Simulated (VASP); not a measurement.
# TiO2 (P4_2/mnm) in VASP: further runs

Aim: see how the results for TiO2 move with the level of theory and the settings. Levels: PBE, PBEsol. Tasks: single point.

All numbers are computed with VASP 6.6.1; they aren't measurements. Logs are shortened: lines on timing, memory, paths and dates and some standing lists are left out, and cuts for length are marked.

## Step 1: The cell of the first run

Symmetry: P4_2/mnm, No. 136, tetragonal system. The conventional cell has a = 4.591 Å, b = 4.591 Å, c = 2.939 Å, α = 90.00°, β = 90.00°, γ = 90.00°. Within 2.6 Å of Ti (site symmetry mmm) lie 6 O at 1.94 to 1.98 Å. O (site symmetry m2m) has 3 Ti at 1.94 to 1.98 Å and 1 O at 2.54 Å within 2.6 Å.

## Step 2: Single point, PBE

The input, INCAR:

```
PREC     = Accurate       # precision mode
ENCUT    = 700            # plane-wave cutoff, eV
EDIFF    = 1E-6           # SCF threshold, eV
ISMEAR   = -1             # smearing method
SIGMA    = 0.05           # smearing width, eV
LREAL    = Auto         
LASPH    = T              # aspherical terms in the spheres
NELM     = 120            # most SCF steps
ALGO     = Normal         # electronic algorithm
ISIF     = 2              # what is computed and relaxed
LWAVE    = F              # write WAVECAR
LCHARG   = F              # write CHGCAR
GGA      = PE             # functional
ISYM     = -1           
NBANDS   = 330            # bands
GGA_COMPAT= F
```

The input, KPOINTS:

```
explicit points
1
Reciprocal
  0.25000000   0.25000000   0.25000000 1
```

The input, POSCAR:

```
TiO2
1.0
    9.1828280000      0.0000000000      0.0000000000
    0.0000000000      9.1828280000      0.0000000000
    0.0000000000      0.0000000000      8.8166120000
Ti O
24 48
Direct
    0.0000000000      0.0000000000      0.0000000000
    0.0000000000      0.0000000000      0.3333330000
    0.0000000000      0.0000000000      0.6666670000
    0.0000000000      0.5000000000      0.0000000000
    0.0000000000      0.5000000000      0.3333330000
    0.0000000000      0.5000000000      0.6666670000
    0.5000000000      0.0000000000      0.0000000000
    0.5000000000      0.0000000000      0.3333330000
    0.5000000000      0.0000000000      0.6666670000
    0.5000000000      0.5000000000      0.0000000000
    0.5000000000      0.5000000000      0.3333330000
    0.5000000000      0.5000000000      0.6666670000
    0.2500000000      0.2500000000      0.1666670000
    0.2500000000      0.2500000000      0.5000000000
    0.2500000000      0.2500000000      0.8333330000
    0.2500000000      0.7500000000      0.1666670000
    0.2500000000      0.7500000000      0.5000000000
    0.2500000000      0.7500000000      0.8333330000
    0.7500000000      0.2500000000      0.1666670000
    0.7500000000      0.2500000000      0.5000000000
    0.7500000000      0.2500000000      0.8333330000
    0.7500000000      0.7500000000      0.1666670000
    0.7500000000      0.7500000000      0.5000000000
    0.7500000000      0.7500000000      0.8333330000
    0.1522280000      0.1522280000      0.0000000000
    0.1522280000      0.1522280000      0.3333330000
    0.1522280000      0.1522280000      0.6666670000
    0.1522280000      0.6522280000      0.0000000000
    0.1522280000      0.6522280000      0.3333330000
    0.1522280000      0.6522280000      0.6666670000
    0.6522280000      0.1522280000      0.0000000000
    0.6522280000      0.1522280000      0.3333330000
    0.6522280000      0.1522280000      0.6666670000
    0.6522280000      0.6522280000      0.0000000000
    0.6522280000      0.6522280000      0.3333330000
    0.6522280000      0.6522280000      0.6666670000
    0.3477720000      0.3477720000      0.0000000000
    0.3477720000      0.3477720000      0.3333330000
    0.3477720000      0.3477720000      0.6666670000
    0.3477720000      0.8477720000      0.0000000000
    0.3477720000      0.8477720000      0.3333330000
    0.3477720000      0.8477720000      0.6666670000
    0.8477720000      0.3477720000      0.0000000000
    0.8477720000      0.3477720000      0.3333330000
    0.8477720000      0.3477720000      0.6666670000
    0.8477720000      0.8477720000      0.0000000000
    0.8477720000      0.8477720000      0.3333330000
    0.8477720000      0.8477720000      0.6666670000
    0.0977720000      0.4022280000      0.1666670000
    0.0977720000      0.4022280000      0.5000000000
    0.0977720000      0.4022280000      0.8333330000
    0.0977720000      0.9022280000      0.1666670000
    0.0977720000      0.9022280000      0.5000000000
    0.0977720000      0.9022280000      0.8333330000
    0.5977720000      0.4022280000      0.1666670000
    0.5977720000      0.4022280000      0.5000000000
    0.5977720000      0.4022280000      0.8333330000
    0.5977720000      0.9022280000      0.1666670000
    0.5977720000      0.9022280000      0.5000000000
    0.5977720000      0.9022280000      0.8333330000
    0.4022280000      0.0977720000      0.1666670000
    0.4022280000      0.0977720000      0.5000000000
    0.4022280000      0.0977720000      0.8333330000
    0.4022280000      0.5977720000      0.1666670000
    0.4022280000      0.5977720000      0.5000000000
    0.4022280000      0.5977720000      0.8333330000
    0.9022280000      0.0977720000      0.1666670000
    0.9022280000      0.0977720000      0.5000000000
    0.9022280000      0.0977720000      0.8333330000
    0.9022280000      0.5977720000      0.1666670000
    0.9022280000      0.5977720000      0.5000000000
    0.9022280000      0.5977720000      0.8333330000
```

Potentials or basis: VASP PAW PBE potentials, release 64 (Ti_sv, O).

Command:

```console
$ cat potpaw_PBE.64/Ti_sv/POTCAR potpaw_PBE.64/O/POTCAR > POTCAR
$ mpirun -np 1 vasp_std > vasp.out
```

OUTCAR:

```text
PREC = Accurate
   ENCUT = 700
   EDIFF = 1E-6
   ISMEAR = -1
   LREAL = Auto
   LASPH = T
   NELM = 120
   ISIF = 2
   GGA = PE
   ISYM = -1

 ion  position               nearest neighbor table
   1  0.000  0.000  0.000-  52 1.94  54 1.94  67 1.94  69 1.94  25 1.98  46 1.98
   2  0.000  0.000  0.333-  52 1.94  67 1.94  53 1.94  68 1.94  26 1.98  47 1.98
   3  0.000  0.000  0.667-  54 1.94  69 1.94  68 1.94  53 1.94  27 1.98  48 1.98
   4  0.000  0.500  0.000-  49 1.94  51 1.94  70 1.94  72 1.94  28 1.98  43 1.98
   5  0.000  0.500  0.333-  49 1.94  70 1.94  50 1.94  71 1.94  29 1.98  44 1.98
   6  0.000  0.500  0.667-  51 1.94  72 1.94  71 1.94  50 1.94  30 1.98  45 1.98
[... 64 lines left out ...]
  71  0.902  0.598  0.500-   5 1.94   6 1.94  23 1.98
  72  0.902  0.598  0.833-   6 1.94   4 1.94  24 1.98

IMPORTANT INFORMATION: All symmetrisations will be switched off!
NOSYMM: (Re-)initialisation of all symmetry stuff for point group C_1.

----------------------------------------------------------------------------------------

                                     Primitive cell

  volume of cell :     743.4549

  direct lattice vectors                    reciprocal lattice vectors
     9.182828000  0.000000000  0.000000000     0.108898914  0.000000000  0.000000000
     0.000000000  9.182828000  0.000000000     0.000000000  0.108898914  0.000000000
     0.000000000  0.000000000  8.816612000     0.000000000  0.000000000  0.113422253

  length of vectors
     9.182828000  9.182828000  8.816612000     0.108898914  0.108898914  0.113422253

  position of ions in fractional coordinates (direct lattice)
     0.000000000  0.000000000  0.000000000
     0.000000000  0.000000000  0.333333000
     0.000000000  0.000000000  0.666667000
     0.000000000  0.500000000  0.000000000
     0.000000000  0.500000000  0.333333000
     0.000000000  0.500000000  0.666667000
[... 64 lines left out ...]
     0.902228000  0.597772000  0.500000000
     0.902228000  0.597772000  0.833333000

  ion indices of the primitive-cell ions
   primitive index   ion index
                 1           1
                 2           2
                 3           3
                 4           4
                 5           5
                 6           6
[... 64 lines left out ...]
                71          71
                72          72

----------------------------------------------------------------------------------------

 KPOINTS: explicit points

Read explicit list of k-points.

[... 27 lines left out ...]
   IBRION =     -1    ionic relax: 0-MD 1-quasi-New 2-CG
   NFREE  =      0    steps in history (QN), initial steepest desc. (CG)
   ISIF   =      2    stress and relaxation
   ISYM   =     -1    0-nonsym 1-usesym 2-fastsym
   POTIM  = 0.5000    time-step for ionic-motion
   TEBEG  =    0.0;   TEEND  =   0.0 temperature during run
   PSTRESS=    0.0 pullay stress
   NELECT =     576.0000    total number of electrons
   NUPDOWN=      -1.0000    fix difference up-down
   EMIN   =  10.00;   EMAX   =-10.00  energy-range for DOS
   EFERMI =   0.00;   METHOD = LEGACY
   ISMEAR =    -1;   SIGMA  =   0.05  broadening in eV -4-tet -1-fermi 0-gaus
   EFERMI_NEDOS =   21; number of points for ismear=-14 and -15
   IALGO  =     38    algorithm
   IMIX   =      4    mixing-type and parameters
     AMIX     =   0.40;   BMIX     =  1.00
     AMIX_MAG =   1.60;   BMIX_MAG =  1.00
  volume/ion in A,a.u.               =      10.33        69.68
  Fermi-wavevector in a.u.,A,eV,Ry     =   1.503595  2.841382 30.760010  2.260797
  Thomas-Fermi vector in A             =   2.614684
   LORBIT       =      0    0 simple, 1 ext, 2 COOP (PROOUT), +10 PAW based schemes
   GGA     = PE    functional components
   LHFCALC =     F    Hartree Fock is set to
   AEXX    =    0.0000 exact exchange contribution
   IVDW    =     0    specifies the selected vdW correction
   LEPSILON=     F    determine dielectric tensor
   LRPA    =     F    only Hartree local field effects (RPA)
 non-spin polarized calculation
  energy-cutoff  :      700.00
  volume of cell :      743.45
 maximum number of plane-waves:     31275
 NGX is ok and might be reduce to    80
   NGX = 39   NGY = 39   NGZ = 39

 number of electron     576.0000073 magnetization

 Free energy of the ion-electron system (eV)
  ---------------------------------------------------
  ext. energy  EPLUGINS =         0.00000000
  ---------------------------------------------------
  free energy    TOTEN  =      -643.77375637 eV

  energy without entropy =     -643.77375637  energy(sigma->0) =     -643.77375637

 E-fermi :   5.8186     XC(G=0): -11.4516

 val. band max:        4.7508201568   @ k =   0.2500   0.2500   0.2500
 cond. band min:       6.9344668759   @ k =   0.2500   0.2500   0.2500
 fundamental gap:      2.1836467191
 Fermi energy:         5.8185941629

 k-point     1 :       0.2500    0.2500    0.2500
  band No.  band energies     occupation
      1     -51.9648      2.00000
      2     -51.9617      2.00000
      3     -51.9617      2.00000
      4     -51.9609      2.00000
      5     -51.9513      2.00000
      6     -51.9506      2.00000
[... 292 lines left out ...]
    299       7.3163      0.00000
    300       7.3186      0.00000
 [bands above 300 left out]

------------------------ aborting loop because EDIFF is reached ----------------------------------------

  FORCE on cell =-STRESS in cart. coord.  units (eV):
  Direction    XX          YY          ZZ          XY          YZ          ZX
  --------------------------------------------------------------------------------------
  -------------------------------------------------------------------------------------
  Total       32.7521268     32.7521320     39.7038998     -1.0565620      0.8154869      0.8155168
  in kB       70.5822438     70.5822550     85.5636140     -2.2769367      1.7574094      1.7574738
  external PRESSURE =      75.5760376 kB  Pullay stress =       0.0000000 kB

 VOLUME and BASIS-vectors are now :
 -----------------------------------------------------------------------------
  energy-cutoff  :      700.00
  volume of cell :      743.45
      direct lattice vectors                 reciprocal lattice vectors
     9.182828000  0.000000000  0.000000000     0.108898914  0.000000000  0.000000000
     0.000000000  9.182828000  0.000000000     0.000000000  0.108898914  0.000000000
     0.000000000  0.000000000  8.816612000     0.000000000  0.000000000  0.113422253

 POSITION                                       TOTAL-FORCE (eV/Angst)
 -----------------------------------------------------------------------------------
      0.00000      0.00000      0.00000        -0.000021     -0.000026      0.000037
      0.00000      0.00000      2.93887        -0.000007     -0.000056     -0.006094
      0.00000      0.00000      5.87774        -0.000035     -0.000012      0.006026
      0.00000      4.59141      0.00000        -0.000015      0.000006      0.000014
      0.00000      4.59141      2.93887        -0.000015     -0.000000     -0.006034
      0.00000      4.59141      5.87774        -0.000025      0.000015      0.006025
[... 64 lines left out ...]
      8.28500      5.48924      4.40831        -0.069083      0.069100      0.000073
      8.28500      5.48924      7.34717        -0.071587      0.071598     -0.000064
 -----------------------------------------------------------------------------------
    total drift:                                0.000036     -0.000233      0.000073

  FREE ENERGIE OF THE ION-ELECTRON SYSTEM (eV)
  ---------------------------------------------------
  free  energy   TOTEN  =      -643.7737563704 eV

  energy  without entropy=     -643.7737563679  energy(sigma->0) =     -643.77375637
```

Wall time 16 min (1 thread of Intel Xeon Platinum 8488C (Sapphire Rapids), shared host); peak memory 1.1 GiB.

What came out:

| Property | Result |
| --- | --- |
| Free energy | -643.7738 eV |
| Pressure | 7.6 GPa |
| Largest force | 0.101 eV/Å |
| Band gap on the k mesh | 2.18 eV |

Forces in eV/Å, atoms in the order of the input:
```
Ti   0.000  0.000  0.000
Ti   0.000  0.000 -0.006
Ti   0.000  0.000  0.006
Ti   0.000  0.000  0.000
Ti   0.000  0.000 -0.006
Ti   0.000  0.000  0.006
Ti   0.000  0.000  0.000
Ti   0.000  0.000 -0.006
Ti   0.000  0.000  0.006
Ti   0.000  0.000  0.000
Ti   0.000  0.000 -0.006
Ti   0.000  0.000  0.006
Ti   0.000  0.000  0.006
Ti   0.000  0.000  0.000
Ti   0.000  0.000 -0.006
Ti   0.000  0.000  0.006
Ti   0.000  0.000  0.000
Ti   0.000  0.000 -0.006
Ti   0.000  0.000  0.006
Ti   0.000  0.000  0.000
Ti   0.000  0.000 -0.006
Ti   0.000  0.000  0.006
Ti   0.000  0.000  0.000
Ti   0.000  0.000 -0.006
O   -0.060 -0.060 -0.003
O   -0.062 -0.062 -0.003
O   -0.062 -0.062 -0.003
O   -0.060 -0.060 -0.003
O   -0.062 -0.062 -0.003
O   -0.062 -0.062 -0.003
O   -0.060 -0.060 -0.003
O   -0.062 -0.062 -0.003
O   -0.062 -0.062 -0.003
O   -0.060 -0.060 -0.003
O   -0.062 -0.062 -0.003
O   -0.062 -0.062 -0.003
O    0.060  0.060  0.003
O    0.062  0.062  0.003
O    0.062  0.062  0.003
O    0.060  0.060  0.003
O    0.062  0.062  0.003
O    0.062  0.062  0.003
O    0.060  0.060  0.003
O    0.062  0.062  0.003
O    0.062  0.062  0.003
O    0.060  0.060  0.003
O    0.062  0.062  0.003
O    0.062  0.062  0.003
O    0.072 -0.072  0.000
O    0.069 -0.069  0.000
O    0.072 -0.072  0.000
O    0.072 -0.072  0.000
O    0.069 -0.069  0.000
O    0.072 -0.072  0.000
O    0.072 -0.072  0.000
O    0.069 -0.069  0.000
O    0.072 -0.072  0.000
O    0.072 -0.072  0.000
O    0.069 -0.069  0.000
O    0.072 -0.072  0.000
O   -0.072  0.072  0.000
O   -0.069  0.069  0.000
O   -0.072  0.072  0.000
O   -0.072  0.072  0.000
O   -0.069  0.069  0.000
O   -0.072  0.072  0.000
O   -0.072  0.072  0.000
O   -0.069  0.069  0.000
O   -0.072  0.072  0.000
O   -0.072  0.072  0.000
O   -0.069  0.069  0.000
O   -0.072  0.072  0.000
```

Stress tensor (GPa, compression positive):
```
 7.06 -0.23  0.18
-0.23  7.06  0.18
 0.18  0.18  8.56
```

Caveat: the cell stands under pressure; a shifted mesh leaves out Γ, where band edges can lie.

## Step 3: Single point, PBEsol

The input, INCAR:

```
PREC = Accurate
ENCUT = 700
EDIFF = 1E-6
ISMEAR = -1
SIGMA = 0.05
LREAL = Auto
LASPH = True
NELM = 120
ALGO = Normal
ISIF = 2
LWAVE = False
LCHARG = True
GGA = PS
LELF = True
LVHAR = True
NBANDS = 330
ISYM = -1
GGA_COMPAT = False
```

KPOINTS is that of step 2.

POSCAR is that of step 2.

Potentials or basis: VASP PAW PBE potentials, release 64 (Ti_sv, O).

Command:

```console
$ cat potpaw_PBE.64/Ti_sv/POTCAR potpaw_PBE.64/O/POTCAR > POTCAR
$ mpirun -np 1 vasp_std > vasp.out
```

It took 14 min on 1 thread of Intel Xeon Platinum 8488C (Sapphire Rapids), shared host; peak memory 1.1 GiB.

Results (log left out):

| Quantity | Value |
| --- | --- |
| Free energy | -673.4200 eV |
| Pressure | 0.4 GPa |
| Largest force | 0.030 eV/Å |
| Band gap on the k mesh | 2.15 eV |

Forces in eV/Å, atoms in the order of the input:
```
Ti   0.000  0.000  0.000
Ti   0.000  0.000 -0.006
Ti   0.000  0.000  0.006
Ti   0.000  0.000  0.000
Ti   0.000  0.000 -0.006
Ti   0.000  0.000  0.006
Ti   0.000  0.000  0.000
Ti   0.000  0.000 -0.006
Ti   0.000  0.000  0.006
Ti   0.000  0.000  0.000
Ti   0.000  0.000 -0.006
Ti   0.000  0.000  0.006
Ti   0.000  0.000  0.006
Ti   0.000  0.000  0.000
Ti   0.000  0.000 -0.006
Ti   0.000  0.000  0.006
Ti   0.000  0.000  0.000
Ti   0.000  0.000 -0.006
Ti   0.000  0.000  0.006
Ti   0.000  0.000  0.000
Ti   0.000  0.000 -0.006
Ti   0.000  0.000  0.006
Ti   0.000  0.000  0.000
Ti   0.000  0.000 -0.006
O   -0.010 -0.010 -0.004
O   -0.012 -0.012 -0.003
O   -0.012 -0.012 -0.003
O   -0.010 -0.010 -0.003
O   -0.012 -0.012 -0.004
O   -0.012 -0.012 -0.003
O   -0.010 -0.010 -0.003
O   -0.012 -0.012 -0.003
O   -0.012 -0.012 -0.003
O   -0.010 -0.010 -0.003
O   -0.012 -0.012 -0.003
O   -0.012 -0.012 -0.003
O    0.010  0.010  0.003
O    0.012  0.012  0.003
O    0.012  0.012  0.003
O    0.010  0.010  0.003
O    0.012  0.012  0.003
O    0.012  0.012  0.004
O    0.010  0.010  0.003
O    0.012  0.012  0.003
O    0.012  0.012  0.003
O    0.010  0.010  0.003
O    0.012  0.012  0.003
O    0.012  0.012  0.003
O    0.021 -0.021  0.000
O    0.019 -0.019  0.000
O    0.021 -0.021  0.000
O    0.021 -0.021  0.000
O    0.019 -0.019  0.000
O    0.021 -0.021  0.000
O    0.021 -0.021  0.000
O    0.019 -0.019  0.000
O    0.021 -0.021  0.000
O    0.021 -0.021  0.000
O    0.019 -0.019  0.000
O    0.021 -0.021  0.000
O   -0.021  0.021  0.000
O   -0.019  0.019  0.000
O   -0.021  0.021  0.000
O   -0.021  0.021  0.000
O   -0.019  0.019  0.000
O   -0.021  0.021  0.000
O   -0.021  0.021  0.000
O   -0.019  0.019  0.000
O   -0.021  0.021  0.000
O   -0.021  0.021  0.000
O   -0.019  0.019  0.000
O   -0.021  0.021  0.000
```

Stress tensor (GPa, compression positive):
```
 0.31 -0.24  0.19
-0.24  0.31  0.19
 0.19  0.19  0.56
```

Levels at points of the mesh, in eV from the valence-band top:
| k point | band 285 | band 286 | band 287 | band 288 | band 289 | band 290 | band 291 | band 292 |
| --- | --- | --- | --- | --- | --- | --- | --- | --- |
| (0.25, 0.25, 0.25) | -0.41 | -0.41 | -0.31 | 0.00 | 2.15 | 2.15 | 2.20 | 2.24 |

Caveat: the PAW data sets were made with another functional, which shifts forces and pressure a little; a shifted mesh leaves out Γ, where band edges can lie. A k mesh can miss the band edges.
